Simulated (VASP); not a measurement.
# TiSi16 (a cell with a defect) in VASP: single point with PBE

Aim: the single point of TiSi16 (a cell with a defect) with PBE.

Program: VASP 6.6.1. These are calculated values, not measurements. Logs are shortened: lines on timing, memory, paths and dates and some standing lists are left out, and cuts for length are marked.

## 1. The cell of the first run

The cell holds a defect, 17 atoms: a = 7.679 Å, b = 7.679 Å, c = 7.679 Å, α = 60.00°, β = 60.00°, γ = 60.00°.

## 2. Single point, PBE

INCAR reads:

```
SYSTEM = TiSi16
PREC = Accurate
ENCUT = 520
EDIFF = 1E-6
ISMEAR = -1
SIGMA = 0.02
LREAL = Auto
LASPH = .TRUE.
NELM = 100
ALGO = Normal
ISIF = 2
LWAVE = .FALSE.
LCHARG = .FALSE.
GGA = PE
NBANDS = 52
```

KPOINTS reads:

```
regular mesh
0
G
  2 2 2
  0 0 0
```

POSCAR reads:

```
TiSi16
1.0
    0.0000000000      5.4300000000      5.4300000000
    5.4300000000      0.0000000000      5.4300000000
    5.4300000000      5.4300000000      0.0000000000
Si Ti
16 1
Direct
    0.0076232586     -0.0016641425      0.0063276042
    0.1276204661      0.1318600005      0.1262252067
    0.0087758700      0.0003475804      0.4994152627
    0.1425306261      0.1242526469      0.6233093119
    0.0029346483      0.5024102085      0.0014644027
    0.1264044411      0.6259058796      0.1249290929
    0.0076522412      0.5072693353      0.4973804385
    0.1276197567      0.6271769558      0.6309242450
    0.5008086868      0.0002862271      0.0072979685
    0.6246289183      0.1240638835      0.1411599053
    0.5055826621      0.0051797099      0.5041852893
    0.6263272786      0.1259672569      0.6249453848
    0.4988602429      0.5071464117      0.0062382593
    0.6323841035      0.6271137885      0.1261649834
    0.5007907138      0.5083500319      0.4993396948
    0.6246634430      0.6421236366      0.6231602452
    0.7550620429      0.2546340892      0.7537176048
```

Potentials or basis: VASP PAW PBE potentials, release 64 (Si, Ti_sv).

Run with:

```
cat potpaw_PBE.64/Si/POTCAR potpaw_PBE.64/Ti_sv/POTCAR > POTCAR
mpirun -np 1 vasp_std > vasp.out
```

OUTCAR:

```text
SYSTEM = TiSi16
   PREC = Accurate
   ENCUT = 520
   EDIFF = 1E-6
   ISMEAR = -1
   LREAL = Auto
   LASPH = .TRUE.
   NELM = 100
   ISIF = 2
   GGA = PE

 ion  position               nearest neighbor table
   1  0.008  0.998  0.006-   6 2.34   2 2.34  10 2.40   4 2.40  17 2.74
   2  0.128  0.132  0.126-   5 2.32   9 2.34   3 2.34   1 2.34
   3  0.009  0.000  0.499-   8 2.34   2 2.34   4 2.39  12 2.40  17 2.76
   4  0.143  0.124  0.623-  11 2.28   3 2.39   7 2.40   1 2.40  17 2.43
   5  0.003  0.502  0.001-   6 2.32   8 2.32   2 2.32  14 2.32
   6  0.126  0.626  0.125-   5 2.32   1 2.34   7 2.34  13 2.34
   7  0.008  0.507  0.497-   6 2.34   8 2.34  16 2.40   4 2.40  17 2.74
   8  0.128  0.627  0.631-   5 2.32   3 2.34  15 2.34   7 2.34
   9  0.501  0.000  0.007-  14 2.34   2 2.34  10 2.39  12 2.40  17 2.76
  10  0.625  0.124  0.141-  11 2.28   9 2.39   1 2.40  13 2.40  17 2.43
  11  0.506  0.005  0.504-  12 2.27  10 2.28   4 2.28  16 2.28
  12  0.626  0.126  0.625-  11 2.27   9 2.40  15 2.40   3 2.40  17 2.42
  13  0.499  0.507  0.006-   6 2.34  14 2.34  16 2.40  10 2.40  17 2.74
  14  0.632  0.627  0.126-   5 2.32   9 2.34  15 2.34  13 2.34
  15  0.501  0.508  0.499-   8 2.34  14 2.34  16 2.39  12 2.40  17 2.76
  16  0.625  0.642  0.623-  11 2.28  15 2.39   7 2.40  13 2.40  17 2.43
  17  0.755  0.255  0.754-  12 2.42  10 2.43   4 2.43  16 2.43  13 2.74   1 2.74   7 2.74   3 2.76
                             9 2.76  15 2.76

  LATTYP: Found a face centered cubic cell.
 ALAT       =    10.8600000000

  Lattice vectors:

 A1 = (   0.0000000000,   5.4300000000,   5.4300000000)
 A2 = (   5.4300000000,   0.0000000000,   5.4300000000)
 A3 = (   5.4300000000,   5.4300000000,   0.0000000000)

Analysis of symmetry for initial positions (statically):
=====================================================================
 Subroutine PRICEL returns:
 Original cell was already a primitive cell.

 Routine SETGRP: Setting up the symmetry group for a
 face centered cubic supercell.

 Subroutine GETGRP returns: Found  1 space group operations
 (whereof  1 operations were pure point group operations)
 out of a pool of 48 trial point group operations.

The static configuration has the point symmetry C_1 .

Analysis of symmetry for dynamics (positions and initial velocities):
=====================================================================
 Subroutine PRICEL returns:
 Original cell was already a primitive cell.

 Routine SETGRP: Setting up the symmetry group for a
 face centered cubic supercell.

 Subroutine GETGRP returns: Found  1 space group operations
 (whereof  1 operations were pure point group operations)
 out of a pool of 48 trial point group operations.

The dynamic configuration has the point symmetry C_1 .

 Subroutine INISYM returns: Found  1 space group operations
 (whereof  1 operations are pure point group operations),
 and found     1 'primitive' translations

----------------------------------------------------------------------------------------

                                     Primitive cell

  volume of cell :     320.2060

  direct lattice vectors                    reciprocal lattice vectors
     0.000000000  5.430000000  5.430000000    -0.092081031  0.092081031  0.092081031
     5.430000000  0.000000000  5.430000000     0.092081031 -0.092081031  0.092081031
     5.430000000  5.430000000  0.000000000     0.092081031  0.092081031 -0.092081031

  length of vectors
     7.679179644  7.679179644  7.679179644     0.159489025  0.159489025  0.159489025

  position of ions in fractional coordinates (direct lattice)
     0.007623259  0.998335858  0.006327604
     0.127620466  0.131860000  0.126225207
     0.008775870  0.000347580  0.499415263
     0.142530626  0.124252647  0.623309312
     0.002934648  0.502410209  0.001464403
     0.126404441  0.625905880  0.124929093
[... 9 lines left out ...]
     0.624663443  0.642123637  0.623160245
     0.755062043  0.254634089  0.753717605

  ion indices of the primitive-cell ions
   primitive index   ion index
                 1           1
                 2           2
                 3           3
                 4           4
                 5           5
                 6           6
[... 9 lines left out ...]
                16          16
                17          17

----------------------------------------------------------------------------------------

 KPOINTS: regular mesh

Automatic generation of k-mesh.
 Grid dimensions read from file:
 generate k-points for:    2    2    2

 Generating k-lattice:

  Cartesian coordinates                     Fractional coordinates (reciprocal lattice)
    -0.046040516  0.046040516  0.046040516     0.500000000  0.000000000  0.000000000
     0.046040516 -0.046040516  0.046040516     0.000000000  0.500000000  0.000000000
     0.046040516  0.046040516 -0.046040516     0.000000000  0.000000000  0.500000000

  Length of vectors
     0.079744512  0.079744512  0.079744512

  Shift w.r.t. Gamma in fractional coordinates (k-lattice)
     0.000000000  0.000000000  0.000000000

 Subroutine IBZKPT returns following result:
 ===========================================

 Found      8 irreducible k-points:

 Following reciprocal coordinates:
            Coordinates               Weight
  0.000000  0.000000  0.000000      1.000000
  0.500000  0.000000  0.000000      1.000000
  0.000000  0.500000  0.000000      1.000000
  0.000000  0.000000  0.500000      1.000000
  0.500000  0.500000  0.500000      1.000000
  0.500000  0.500000  0.000000      1.000000
  0.000000  0.500000  0.500000      1.000000
  0.500000  0.000000  0.500000      1.000000
   k-points           NKPTS =      8   k-points in BZ     NKDIM =      8   number of bands    NBANDS=     52
   number of dos      NEDOS =    301   number of ions     NIONS =     17
   total plane-waves  NPLWV = 216000
   dimension x,y,z NGX =    60 NGY =   60 NGZ =   60
   dimension x,y,z NGXF=   120 NGYF=  120 NGZF=  120
   ions per type =              16   1
   NGX,Y,Z   is equivalent  to a cutoff of  12.99, 12.99, 12.99 a.u.
   NGXF,Y,Z  is equivalent  to a cutoff of  25.98, 25.98, 25.98 a.u.
 SYSTEM =  TiSi16
   PREC   = accura    normal or accurate (medium, high low for compatibility)
   ISTART =      0    job   : 0-new  1-cont  2-samecut
   ICHARG =      2    charge: 1-file 2-atom 10-const
   ISPIN  =      1    spin polarized calculation?
   LNONCOLLINEAR =      F non collinear calculations
   LSORBIT =      F    spin-orbit coupling
   LASPH  =      T    aspherical Exc in radial PAW
   ENCUT  =  520.0 eV  38.22 Ry    6.18 a.u.  14.28 14.28 14.28*2*pi/ulx,y,z
   NELM   =    100;   NELMIN=  2; NELMDL= -5     # of ELM steps
   EDIFF  = 0.1E-05   stopping-criterion for ELM
   LREAL  =      T    real-space projection
   EDIFFG = 0.1E-04   stopping-criterion for IOM
   NSW    =      0    number of steps for IOM
   IBRION =     -1    ionic relax: 0-MD 1-quasi-New 2-CG
   NFREE  =      0    steps in history (QN), initial steepest desc. (CG)
   ISIF   =      2    stress and relaxation
   ISYM   =      2    0-nonsym 1-usesym 2-fastsym
   POTIM  = 0.5000    time-step for ionic-motion
   TEBEG  =    0.0;   TEEND  =   0.0 temperature during run
   PSTRESS=    0.0 pullay stress
   NELECT =      76.0000    total number of electrons
   NUPDOWN=      -1.0000    fix difference up-down
   EMIN   =  10.00;   EMAX   =-10.00  energy-range for DOS
   EFERMI =   0.00;   METHOD = LEGACY
   ISMEAR =    -1;   SIGMA  =   0.02  broadening in eV -4-tet -1-fermi 0-gaus
   EFERMI_NEDOS =   21; number of points for ismear=-14 and -15
   IALGO  =     38    algorithm
   IMIX   =      4    mixing-type and parameters
     AMIX     =   0.40;   BMIX     =  1.00
     AMIX_MAG =   1.60;   BMIX_MAG =  1.00
  volume/ion in A,a.u.               =      18.84       127.11
  Fermi-wavevector in a.u.,A,eV,Ry     =   1.013607  1.915439 13.978610  1.027399
  Thomas-Fermi vector in A             =   2.146786
   LORBIT       =      0    0 simple, 1 ext, 2 COOP (PROOUT), +10 PAW based schemes
   GGA     = PE    functional components
   LHFCALC =     F    Hartree Fock is set to
   AEXX    =    0.0000 exact exchange contribution
   IVDW    =     0    specifies the selected vdW correction
   LEPSILON=     F    determine dielectric tensor
   LRPA    =     F    only Hartree local field effects (RPA)
 non-spin polarized calculation
  energy-cutoff  :      520.00
  volume of cell :      320.21
 maximum number of plane-waves:      8646
 NGX is ok and might be reduce to    60
   NGX = 29   NGY = 29   NGZ = 29

 number of electron      76.0000003 magnetization

 Free energy of the ion-electron system (eV)
  ---------------------------------------------------
  ext. energy  EPLUGINS =         0.00000000
  ---------------------------------------------------
  free energy    TOTEN  =       -92.21301655 eV

  energy without entropy =      -92.18820912  energy(sigma->0) =      -92.20061284

 E-fermi :   6.9300     XC(G=0):  -9.7515

 val. band max:        6.8972371978   @ k =   0.0000   0.5000   0.5000
 cond. band min:       6.9465439312   @ k =   0.5000   0.5000   0.5000
 fundamental gap:      0.0493067335
 Fermi energy:         6.9299814632

 k-point     1 :       0.0000    0.0000    0.0000
  band No.  band energies     occupation
      1     -49.8768      2.00000
      2     -26.2530      2.00000
      3     -26.2529      2.00000
      4     -26.2427      2.00000
      5      -5.7197      2.00000
      6      -3.5125      2.00000
[... 42 lines left out ...]
     49       8.1753      0.00000
     50       8.4836      0.00000

 k-point     2 :       0.5000    0.0000    0.0000
  band No.  band energies     occupation
      1     -49.8768      2.00000
      2     -26.2530      2.00000
      3     -26.2529      2.00000
      4     -26.2427      2.00000
      5      -5.0107      2.00000
      6      -4.8021      2.00000
[... 42 lines left out ...]
     49       9.2816      0.00000
     50       9.8793      0.00000

 k-point     3 :       0.0000    0.5000    0.0000
  band No.  band energies     occupation
      1     -49.8768      2.00000
      2     -26.2530      2.00000
      3     -26.2529      2.00000
      4     -26.2427      2.00000
      5      -5.0106      2.00000
      6      -4.8022      2.00000
[... 42 lines left out ...]
     49       9.2814      0.00000
     50       9.8793      0.00000

 k-point     4 :       0.0000    0.0000    0.5000
  band No.  band energies     occupation
      1     -49.8768      2.00000
      2     -26.2530      2.00000
      3     -26.2529      2.00000
      4     -26.2427      2.00000
      5      -5.0105      2.00000
      6      -4.8022      2.00000
[... 42 lines left out ...]
     49       9.2813      0.00000
     50       9.8793      0.00000

 k-point     5 :       0.5000    0.5000    0.5000
  band No.  band energies     occupation
      1     -49.8768      2.00000
      2     -26.2530      2.00000
      3     -26.2529      2.00000
      4     -26.2427      2.00000
      5      -5.0070      2.00000
      6      -4.8061      2.00000
[... 42 lines left out ...]
     49       9.2933      0.00000
     50       9.8837      0.00000

 k-point     6 :       0.5000    0.5000    0.0000
  band No.  band energies     occupation
      1     -49.8768      2.00000
      2     -26.2530      2.00000
      3     -26.2529      2.00000
      4     -26.2427      2.00000
      5      -4.6890      2.00000
      6      -4.6017      2.00000
[... 42 lines left out ...]
     49       9.8732      0.00000
     50      10.5395      0.00000

 k-point     7 :       0.0000    0.5000    0.5000
  band No.  band energies     occupation
      1     -49.8768      2.00000
      2     -26.2530      2.00000
      3     -26.2529      2.00000
      4     -26.2427      2.00000
      5      -4.6884      2.00000
      6      -4.6023      2.00000
[... 42 lines left out ...]
     49       9.8735      0.00000
     50      10.5404      0.00000

 k-point     8 :       0.5000    0.0000    0.5000
  band No.  band energies     occupation
      1     -49.8768      2.00000
      2     -26.2530      2.00000
      3     -26.2529      2.00000
      4     -26.2427      2.00000
      5      -4.6889      2.00000
      6      -4.6018      2.00000
[... 42 lines left out ...]
     49       9.8733      0.00000
     50      10.5395      0.00000
 [bands above 50 left out]

------------------------ aborting loop because EDIFF is reached ----------------------------------------

  FORCE on cell =-STRESS in cart. coord.  units (eV):
  Direction    XX          YY          ZZ          XY          YZ          ZX
  --------------------------------------------------------------------------------------
  -------------------------------------------------------------------------------------
  Total        8.0615460      8.0457720      8.0394114     -0.0448217     -0.0596174     -0.0500660
  in kB       40.3366138     40.2576872     40.2258612     -0.2242689     -0.2983005     -0.2505092
  external PRESSURE =      40.2733874 kB  Pullay stress =       0.0000000 kB

 VOLUME and BASIS-vectors are now :
 -----------------------------------------------------------------------------
  energy-cutoff  :      520.00
  volume of cell :      320.21
      direct lattice vectors                 reciprocal lattice vectors
     0.000000000  5.430000000  5.430000000    -0.092081031  0.092081031  0.092081031
     5.430000000  0.000000000  5.430000000     0.092081031 -0.092081031  0.092081031
     5.430000000  5.430000000  0.000000000     0.092081031  0.092081031 -0.092081031

 POSITION                                       TOTAL-FORCE (eV/Angst)
 -----------------------------------------------------------------------------------
      5.45532      0.07575      5.46236         0.016645     -0.034089      0.018469
      1.40140      1.37838      1.40898         0.001749      0.011606      0.004019
      2.71371      2.75948      0.04954        -0.002250      0.011986      0.012434
      4.05926      4.15851      1.44863        -0.005982      0.011563      0.011108
      2.73604      0.02389      2.74402        -0.003498     -0.003189     -0.003625
      4.07703      1.36474      4.08505         0.002972      0.002928      0.002035
[... 9 lines left out ...]
      6.87049      6.77568      6.87865         0.012755     -0.003519      0.012145
      5.47535      8.19267      5.48265        -0.018078     -0.023849     -0.029283
 -----------------------------------------------------------------------------------
    total drift:                                0.005647      0.001013     -0.015791

  FREE ENERGIE OF THE ION-ELECTRON SYSTEM (eV)
  ---------------------------------------------------
  free  energy   TOTEN  =       -92.2130165522 eV

  energy  without entropy=      -92.1882091214  energy(sigma->0) =      -92.20061284
```

Wall time 2.4 min (1 thread of Intel Xeon 6975P-C (Granite Rapids), shared host); peak memory 0.5 GiB.

What came out:

```
Free energy            : -92.2130 eV
Pressure               : 4.0 GPa
Largest force          : 0.053 eV/Å
Band gap on the k mesh : zero (bands 38 and 39 overlap by 0.42 eV)
```

Forces in eV/Å, atoms in the order of the input:
```
Si   0.017 -0.034  0.018
Si   0.002  0.012  0.004
Si  -0.002  0.012  0.012
Si  -0.006  0.012  0.011
Si  -0.003 -0.003 -0.004
Si   0.003  0.003  0.002
Si   0.016  0.017 -0.034
Si   0.003  0.003  0.011
Si   0.012  0.012 -0.003
Si   0.014  0.014 -0.003
Si  -0.004 -0.004 -0.006
Si  -0.033 -0.030 -0.029
Si  -0.036  0.016  0.018
Si   0.011  0.002  0.005
Si   0.011 -0.002  0.012
Si   0.013 -0.004  0.012
Ti  -0.018 -0.024 -0.029
```

Caveat: the k points lie up to 0.50 Å⁻¹ apart.
